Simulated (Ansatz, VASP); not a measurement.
# Ge: VASP beside Ansatz

```
Ge
1.0
     5.73429    0.00000    0.00000
    -2.86714    4.96604    0.00000
     0.00000    0.00000    7.09343
Ge
10
Direct
  0.27288 0.00000 0.25000
  0.00000 0.27288 0.25000
  0.72712 0.72712 0.25000
  0.72712 0.00000 0.75000
  0.00000 0.72712 0.75000
  0.27288 0.27288 0.75000
  0.33333 0.66667 0.00000
  0.66667 0.33333 0.50000
  0.66667 0.33333 0.00000
  0.33333 0.66667 0.50000
```

Alike in both runs: functional PBE; k mesh 6 × 6 × 4; occupations gaussian, width 0.1 eV; no spin polarisation.

Ansatz relaxed the structure, and its values are those at the end. VASP's run is a single point on that final structure, the one shown.

|  | VASP | Ansatz |
| --- | --- | --- |
| version | VASP 6.6.1 | Ansatz 0.2.0 |
| potentials or method | VASP PAW PBE potentials, release 64 (Ge_d), cutoff 520 eV | scalar-relativistic, plane waves, PAW |
| valence electrons in the cell | 140 | 140 |

|  | VASP | Ansatz | Ansatz less VASP |
| --- | --- | --- | --- |
| gap on the k mesh at the Fermi level (eV) | none | none | - |
| pressure (GPa) | -0.1 | 0.1 | +0.21 |

A gap of «none» marks a metal or a gap that the smearing closes.
